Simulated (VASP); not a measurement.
A run of VASP 6.6.1 is set up as follows.

Contents of INCAR:

```
PREC     = Accurate       # precision mode
ENCUT    = 520            # plane-wave cutoff, eV
EDIFF    = 1E-6           # SCF threshold, eV
ISMEAR   = 0              # smearing method
SIGMA    = 0.05           # smearing width, eV
LREAL    = F              # projectors in reciprocal space
LASPH    = T              # aspherical terms in the spheres
NELM     = 60             # most SCF steps
ALGO     = Normal         # electronic algorithm
ISIF     = 2              # what is computed and relaxed
LWAVE    = F              # write WAVECAR
LCHARG   = T              # write CHGCAR
GGA      = PE             # functional
LELF     = T              # ELF
LVHAR    = T            
NBANDS   = 16             # bands
```

Contents of KPOINTS:

```
regular mesh
0
Gamma
  12 12 7
```

The input POSCAR:

```
AlN
1.0
    3.0969840749      0.0000000000      0.0000000000
   -1.5484920374      2.6820668839      0.0000000000
    0.0000000000      0.0000000000      4.9662752219
Al N
2 2
Direct
    0.6666666700      0.3333333300      0.4992870000
    0.3333333300      0.6666666700      0.9992870000
    0.6666666700      0.3333333300      0.8807130000
    0.3333333300      0.6666666700      0.3807130000
```

Potentials or basis: VASP PAW PBE potentials, release 64 (Al, N).

Command:

```sh
$ cat potpaw_PBE.64/Al/POTCAR potpaw_PBE.64/N/POTCAR > POTCAR
$ mpirun -np 1 vasp_std > vasp.out
```

(1) Predict the largest force.

(2) Predict the band gap on the k mesh.

(3) Predict the pressure.

## Answers

(1) 0.015 eV/Å.

(2) 4.33 eV, direct.

(3) 6.3 GPa.
